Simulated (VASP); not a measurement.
# Ga (Fm-3m) in VASP: further runs

Ga is run at these levels: r2SCAN; tasks: single point.

All numbers are computed with VASP 6.6.1; they aren't measurements. Logs are shortened: lines on timing, memory, paths and dates and some standing lists are left out, and cuts for length are marked.

## 1. The cell of the first run

Symmetry: Fm-3m, No. 225, cubic system. Conventional cell: a = 4.040 Å, b = 4.040 Å, c = 4.040 Å, α = 90.00°, β = 90.00°, γ = 90.00°. Ga (site symmetry m-3m) has 12 Ga at 2.86 Å within 3.8 Å.

## 2. Single point, r2SCAN (volume scaled by 0.92)

POSCAR

```
Ga
1.0
    0.0000000000      2.0201357670      2.0201357670
    2.0201357670      0.0000000000      2.0201357670
    2.0201357670      2.0201357670      0.0000000000
Ga
1
Direct
    0.0000000000      0.0000000000      0.0000000000
```

INCAR.step1

```
SYSTEM = Ga
PREC = Accurate
ENCUT = 520
ISMEAR = -1
SIGMA = 0.1
LREAL = .FALSE.
LASPH = .TRUE.
NELM = 80
NBANDS = 12
GGA = PE
ALGO = Normal
EDIFF = 1E-4
LWAVE = .TRUE.
LCHARG = .FALSE.
```

INCAR.step2

```
SYSTEM = Ga
PREC = Accurate
ENCUT = 520
EDIFF = 1E-6
ISMEAR = -1
SIGMA = 0.1
LREAL = .FALSE.
LASPH = .TRUE.
NELM = 80
ALGO = Normal
ISIF = 2
LWAVE = .FALSE.
LCHARG = .TRUE.
METAGGA = R2SCAN
LMIXTAU = .TRUE.
LELF = .TRUE.
LVHAR = .TRUE.
NBANDS = 12
ISTART = 1
```

KPOINTS

```
regular mesh
0
G
  15 15 15
  0 0 0
```

Potentials or basis: VASP PAW PBE potentials, release 64 (Ga_d).

Launch:

```
> cat potpaw_PBE.64/Ga_d/POTCAR > POTCAR
> cp INCAR.step1 INCAR
> mpirun -np 1 vasp_std > vasp.out
> cp INCAR.step2 INCAR
> mpirun -np 1 vasp_std > vasp.out
```

OUTCAR:

```text
SYSTEM = Ga
   PREC = Accurate
   ENCUT = 520
   EDIFF = 1E-6
   ISMEAR = -1
   LREAL = .FALSE.
   LASPH = .TRUE.
   NELM = 80
   ISIF = 2
   METAGGA = R2SCAN
   ISTART = 1

 ion  position               nearest neighbor table
   1  0.000  0.000  0.000-

  LATTYP: Found a face centered cubic cell.
 ALAT       =     4.0402715340

  Lattice vectors:

 A1 = (   0.0000000000,   2.0201357670,   2.0201357670)
 A2 = (   2.0201357670,   0.0000000000,   2.0201357670)
 A3 = (   2.0201357670,   2.0201357670,   0.0000000000)

Analysis of symmetry for initial positions (statically):
=====================================================================
 Subroutine PRICEL returns:
 Original cell was already a primitive cell.

 Routine SETGRP: Setting up the symmetry group for a
 face centered cubic supercell.

 Subroutine GETGRP returns: Found 48 space group operations
 (whereof 48 operations were pure point group operations)
 out of a pool of 48 trial point group operations.

The static configuration has the point symmetry O_h .

Analysis of symmetry for dynamics (positions and initial velocities):
=====================================================================
 Subroutine PRICEL returns:
 Original cell was already a primitive cell.

 Routine SETGRP: Setting up the symmetry group for a
 face centered cubic supercell.

 Subroutine GETGRP returns: Found 48 space group operations
 (whereof 48 operations were pure point group operations)
 out of a pool of 48 trial point group operations.

The dynamic configuration has the point symmetry O_h .

 Subroutine INISYM returns: Found 48 space group operations
 (whereof 48 operations are pure point group operations),
 and found     1 'primitive' translations

----------------------------------------------------------------------------------------

                                     Primitive cell

  volume of cell :      16.4881

  direct lattice vectors                    reciprocal lattice vectors
     0.000000000  2.020135767  2.020135767    -0.247508117  0.247508117  0.247508117
     2.020135767  0.000000000  2.020135767     0.247508117 -0.247508117  0.247508117
     2.020135767  2.020135767  0.000000000     0.247508117  0.247508117 -0.247508117

  length of vectors
     2.856903400  2.856903400  2.856903400     0.428696634  0.428696634  0.428696634

  position of ions in fractional coordinates (direct lattice)
     0.000000000  0.000000000  0.000000000

  ion indices of the primitive-cell ions
   primitive index   ion index
                 1           1

----------------------------------------------------------------------------------------

 KPOINTS: regular mesh

Automatic generation of k-mesh.
 Grid dimensions read from file:
 generate k-points for:   15   15   15

 Generating k-lattice:

  Cartesian coordinates                     Fractional coordinates (reciprocal lattice)
    -0.016500541  0.016500541  0.016500541     0.066666667  0.000000000  0.000000000
     0.016500541 -0.016500541  0.016500541     0.000000000  0.066666667  0.000000000
     0.016500541  0.016500541 -0.016500541     0.000000000  0.000000000  0.066666667

  Length of vectors
     0.028579776  0.028579776  0.028579776

  Shift w.r.t. Gamma in fractional coordinates (k-lattice)
     0.000000000  0.000000000  0.000000000

 Subroutine IBZKPT returns following result:
 ===========================================

 Found    120 irreducible k-points:

 Following reciprocal coordinates:
            Coordinates               Weight
  0.000000  0.000000  0.000000      1.000000
  0.066667  0.000000  0.000000      8.000000
  0.133333  0.000000  0.000000      8.000000
  0.200000  0.000000  0.000000      8.000000
  0.266667  0.000000  0.000000      8.000000
  0.333333  0.000000  0.000000      8.000000
[... 16 lines left out ...]
  0.133333  0.133333  0.000000      6.000000
  0.200000  0.133333  0.000000     24.000000
 [... further k-points ...]
   k-points           NKPTS =    120   k-points in BZ     NKDIM =    120   number of bands    NBANDS=     12
   number of dos      NEDOS =    301   number of ions     NIONS =      1
   total plane-waves  NPLWV =  13824
   dimension x,y,z NGX =    24 NGY =   24 NGZ =   24
   dimension x,y,z NGXF=    48 NGYF=   48 NGZF=   48
   ions per type =               1
   NGX,Y,Z   is equivalent  to a cutoff of  13.97, 13.97, 13.97 a.u.
   NGXF,Y,Z  is equivalent  to a cutoff of  27.93, 27.93, 27.93 a.u.
 SYSTEM =  Ga
   PREC   = accura    normal or accurate (medium, high low for compatibility)
   ISTART =      1    job   : 0-new  1-cont  2-samecut
   ICHARG =      0    charge: 1-file 2-atom 10-const
   ISPIN  =      1    spin polarized calculation?
   LNONCOLLINEAR =      F non collinear calculations
   LSORBIT =      F    spin-orbit coupling
   LASPH  =      T    aspherical Exc in radial PAW
   ENCUT  =  520.0 eV  38.22 Ry    6.18 a.u.   5.31  5.31  5.31*2*pi/ulx,y,z
   NELM   =     80;   NELMIN=  2; NELMDL=  0     # of ELM steps
   EDIFF  = 0.1E-05   stopping-criterion for ELM
   LREAL  =      F    real-space projection
   EDIFFG = 0.1E-04   stopping-criterion for IOM
   NSW    =      0    number of steps for IOM
   IBRION =     -1    ionic relax: 0-MD 1-quasi-New 2-CG
   NFREE  =      0    steps in history (QN), initial steepest desc. (CG)
   ISIF   =      2    stress and relaxation
   ISYM   =      2    0-nonsym 1-usesym 2-fastsym
   POTIM  = 0.5000    time-step for ionic-motion
   TEBEG  =    0.0;   TEEND  =   0.0 temperature during run
   PSTRESS=    0.0 pullay stress
   NELECT =      13.0000    total number of electrons
   NUPDOWN=      -1.0000    fix difference up-down
   EMIN   =  10.00;   EMAX   =-10.00  energy-range for DOS
   EFERMI =   0.00;   METHOD = LEGACY
   ISMEAR =    -1;   SIGMA  =   0.10  broadening in eV -4-tet -1-fermi 0-gaus
   EFERMI_NEDOS =   21; number of points for ismear=-14 and -15
   IALGO  =     38    algorithm
   IMIX   =      4    mixing-type and parameters
     AMIX     =   0.40;   BMIX     =  1.00
     AMIX_MAG =   1.60;   BMIX_MAG =  1.00
  volume/ion in A,a.u.               =      16.49       111.27
  Fermi-wavevector in a.u.,A,eV,Ry     =   1.512396  2.858013 31.121154  2.287340
  Thomas-Fermi vector in A             =   2.622325
   LORBIT       =      0    0 simple, 1 ext, 2 COOP (PROOUT), +10 PAW based schemes
   METAGGA = R2SCAN    functional components
   LHFCALC =     F    Hartree Fock is set to
   AEXX    =    0.0000 exact exchange contribution
   IVDW    =     0    specifies the selected vdW correction
   LEPSILON=     F    determine dielectric tensor
   LRPA    =     F    only Hartree local field effects (RPA)
 non-spin polarized calculation
  energy-cutoff  :      520.00
  volume of cell :       16.49
 maximum number of plane-waves:       459
 NGX is ok and might be reduce to    24
   NGX = 11   NGY = 11   NGZ = 11

 number of electron      13.0000005 magnetization

 Free energy of the ion-electron system (eV)
  ---------------------------------------------------
  ext. energy  EPLUGINS =         0.00000000
  ---------------------------------------------------
  free energy    TOTEN  =       -11.29391086 eV

  energy without entropy =      -11.28486558  energy(sigma->0) =      -11.28938822

 E-fermi :   6.9612     XC(G=0): -12.9823

 val. band max:        6.9062165392   @ k =  -0.3333   0.3333   0.0000
 cond. band min:       7.0689324591   @ k =   0.4667   0.4000   0.0000
 fundamental gap:      0.1627159199
 Fermi energy:         6.9612031391

 k-point     1 :       0.0000    0.0000    0.0000
  band No.  band energies     occupation
      1      -8.8040      2.00000
      2      -8.8040      2.00000
      3      -8.8040      2.00000
      4      -8.6269      2.00000
      5      -8.6269      2.00000
      6      -5.9936      2.00000
      7      21.4160      0.00000
      8      21.4161      0.00000
      9      21.4161      0.00000
     10      24.1538      0.00000
     11      24.9054      0.00000
     12      24.9054      0.00000

 k-point     2 :       0.0667    0.0000    0.0000
  band No.  band energies     occupation
      1      -8.8071      2.00000
      2      -8.7963      2.00000
      3      -8.7963      2.00000
      4      -8.6283      2.00000
      5      -8.6283      2.00000
      6      -5.8606      2.00000
      7      19.5434      0.00000
      8      21.0639      0.00000
      9      21.0641      0.00000
     10      23.3770      0.00000
     11      25.4584      0.00000
     12      25.4584      0.00000

 k-point     3 :       0.1333    0.0000    0.0000
  band No.  band energies     occupation
      1      -8.8188      2.00000
      2      -8.7780      2.00000
      3      -8.7780      2.00000
      4      -8.6287      2.00000
      5      -8.6287      2.00000
      6      -5.4582      2.00000
      7      16.4061      0.00000
      8      20.3820      0.00000
      9      20.3821      0.00000
     10      23.1254      0.00000
     11      26.6405      0.00000
     12      26.6406      0.00000
[... 286 lines left out ...]
 k-point    23 :       0.1333    0.1333    0.0000
  band No.  band energies     occupation
      1      -8.8456      2.00000
      2      -8.7491      2.00000
      3      -8.7491      2.00000
      4      -8.6728      2.00000
      5      -8.6043      2.00000
      6      -5.2803      2.00000
      7      18.1538      0.00000
      8      18.1538      0.00000
      9      19.6393      0.00000
     10      20.4475      0.00000
     11      24.4712      0.00000
     12      29.3390      0.00000

 k-point    24 :       0.2000    0.1333    0.0000
  band No.  band energies     occupation
      1      -8.8625      2.00000
      2      -8.7293      2.00000
      3      -8.7240      2.00000
      4      -8.6914      2.00000
      5      -8.5903      2.00000
      6      -4.7841      2.00000
      7      15.6689      0.00000
      8      17.3027      0.00000
      9      19.1277      0.00000
     10      20.8278      0.00000
     11      22.8736      0.00000
     12      29.3880      0.00000

 [... further k-points ...]
[... 5 lines left out ...]
  --------------------------------------------------------------------------------------
  -------------------------------------------------------------------------------------
  Total        0.5906511      0.5906511      0.5906511     -0.0000000      0.0000000     -0.0000000
  in kB       57.3944505     57.3944505     57.3944505     -0.0000000      0.0000000     -0.0000000
  external PRESSURE =      57.3944505 kB  Pullay stress =       0.0000000 kB

 VOLUME and BASIS-vectors are now :
 -----------------------------------------------------------------------------
  energy-cutoff  :      520.00
  volume of cell :       16.49
      direct lattice vectors                 reciprocal lattice vectors
     0.000000000  2.020135767  2.020135767    -0.247508117  0.247508117  0.247508117
     2.020135767  0.000000000  2.020135767     0.247508117 -0.247508117  0.247508117
     2.020135767  2.020135767  0.000000000     0.247508117  0.247508117 -0.247508117

 POSITION                                       TOTAL-FORCE (eV/Angst)
 -----------------------------------------------------------------------------------
      0.00000      0.00000      0.00000         0.000000      0.000000      0.000000
 -----------------------------------------------------------------------------------
    total drift:                               -0.000000      0.000000     -0.000000

  FREE ENERGIE OF THE ION-ELECTRON SYSTEM (eV)
  ---------------------------------------------------
  free  energy   TOTEN  =       -11.2939108578 eV

  energy  without entropy=      -11.2848655789  energy(sigma->0) =      -11.28938822
```

Wall time 56 s (1 thread of Intel Xeon 6975P-C, shared host); peak memory 0.16 GiB.

Results:

```yaml
Free_energy: -11.2939 eV
Pressure: 5.7 GPa
```

Levels at points of the mesh, in eV from the Fermi level:
```tsv
k point	band 4	band 5	band 6	band 7	band 8	band 9
(0.00, 0.00, 0.00)	-15.59	-15.59	-12.95	14.45	14.45	14.45
```

Caveat: the PAW data sets were made with another functional, which shifts forces and pressure a little.

## 3. Single point, r2SCAN (volume scaled by 0.96)

POSCAR

```
Ga
1.0
    0.0000000000      2.0489987489      2.0489987489
    2.0489987489      0.0000000000      2.0489987489
    2.0489987489      2.0489987489      0.0000000000
Ga
1
Direct
    0.0000000000      0.0000000000      0.0000000000
```

INCAR.step1

```
SYSTEM = Ga
ALGO = Normal ; EDIFF = 1E-4
ENCUT = 520 ; GGA = PE
ISMEAR = -1 ; LASPH = .True.
LCHARG = .False. ; LREAL = .False.
LWAVE = .True. ; NBANDS = 12
NELM = 100 ; PREC = Accurate
SIGMA = 0.1
```

INCAR.step2

```
SYSTEM = Ga
ALGO = Normal ; EDIFF = 1E-7
ENCUT = 520 ; ISIF = 2
ISMEAR = -1 ; ISTART = 1
LASPH = .True. ; LCHARG = .False.
LMIXTAU = .True. ; LREAL = .False.
LWAVE = .False. ; METAGGA = R2SCAN
NBANDS = 12 ; NELM = 100
PREC = Accurate ; SIGMA = 0.1
```

KPOINTS

```
k-points
0
Gamma
  15 15 15
  0 0 0
```

Potentials or basis: VASP PAW PBE potentials, release 64 (Ga_d).

Launch:

```
> cat potpaw_PBE.64/Ga_d/POTCAR > POTCAR
> cp INCAR.step1 INCAR
> mpirun -np 1 vasp_std > vasp.out
> cp INCAR.step2 INCAR
> mpirun -np 1 vasp_std > vasp.out
```

Run time: 43 s. Hardware: 1 thread of Intel Xeon 6975P-C, shared host; peak memory 0.16 GiB.

Results (log left out):

```yaml
Free_energy: -11.3113 eV
Pressure: 2.3 GPa
```

Levels at points of the mesh, in eV from the Fermi level:
```
           k point  band 4  band 5  band 6  band 7  band 8  band 9
(0.00, 0.00, 0.00)  -15.51  -15.51  -12.54   13.96   13.96   13.96
```

Caveat: the PAW data sets were made with another functional, which shifts forces and pressure a little.

(Continued in part 2 of 2.)
